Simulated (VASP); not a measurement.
Input of a VASP 6.6.1 run:

POSCAR

```
CuO
1.0
    2.3418500000     -1.7113000000      0.0000000000
    2.3418500000      1.7113000000      0.0000000000
   -0.8500274268      0.0000000000      5.0578693947
Cu O
2 2
Direct
    0.5000000000      0.0000000000      0.5000000000
    0.0000000000      0.5000000000      0.0000000000
    0.4184000000      0.5816000000      0.7500000000
    0.5816000000      0.4184000000      0.2500000000
```

File INCAR.step1:

```
PREC = Accurate ; ENCUT = 520
EDIFF = 1E-5 ; ISMEAR = -1
SIGMA = 0.05 ; LREAL = F
LASPH = T ; NELM = 100
ALGO = Normal ; ISIF = 2
LWAVE = T ; GGA = PE
NBANDS = 25 ; LUSENCCL = F
```

File INCAR.step2:

```
PREC = Accurate ; ENCUT = 520
EDIFF = 1E-7 ; ISMEAR = -1
SIGMA = 0.05 ; LREAL = F
LASPH = T ; NELM = 100
ALGO = Normal ; ISIF = 2
LWAVE = F ; LCHARG = T
GGA = PE ; LHFCALC = T
AEXX = 0.1 ; HFSCREEN = 0.2078699
PRECFOCK = Normal ; LELF = T
LVHAR = T ; ISTART = 1
NBANDS = 25 ; LUSENCCL = F
```

Contents of KPOINTS:

```
Automatic mesh
0
Gamma
  6 6 3
```

Potentials or basis: VASP PAW PBE potentials, release 64 (Cu, O).

Run with:

```sh
$ cat potpaw_PBE.64/Cu/POTCAR potpaw_PBE.64/O/POTCAR > POTCAR
$ cp INCAR.step1 INCAR
$ mpirun -np 1 vasp_std > vasp.out
$ cp INCAR.step2 INCAR
$ mpirun -np 1 vasp_std > vasp.out
```

Question: Predict the pressure.

Answer: 4.2 GPa.

Question: Estimate the largest force.

Answer: 0.229 eV/Å.

Question: Predict the band gap on the k mesh.

Answer: Zero (bands 17 and 18 overlap by 0.56 eV).

Forces on the atoms (eV/Å):
```
Cu   0.000  0.000  0.000
Cu   0.000  0.000  0.000
O    0.000 -0.229  0.000
O    0.000  0.229  0.000
```

Caveat: the k points lie up to 0.41 Å⁻¹ apart, too coarse for converged energies and pressures of a metal; the PAW data sets were made with another functional, which shifts forces and pressure a little.
